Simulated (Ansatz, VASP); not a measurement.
BN in VASP and in Ansatz

```
B N
1.0
     0.00000    1.80483    1.80483
     1.80483    0.00000    1.80483
     1.80483    1.80483    0.00000
B N
1 1
Direct
  0.00000 0.00000 0.00000
  0.25000 0.25000 0.25000
```

Alike in both runs: task single point; functional PBE; k mesh 12 × 12 × 12; no spin polarisation.

```csv
,VASP,Ansatz
version,VASP 6.6.1,Ansatz 0.2.0
potentials or method,"VASP PAW PBE potentials, release 64 (B, N)","plane waves, PAW"
plane-wave cutoff (eV),520,420
occupations,"gaussian, width 0.01 eV",fixed
valence electrons in the cell,8,8
```

|  | VASP | Ansatz | Ansatz less VASP |
| --- | --- | --- | --- |
| gap on the k mesh at the Fermi level (eV) | 4.46 | 4.48 | +0.013 |
| pressure (GPa) | 5.0 | 4.7 | -0.29 |
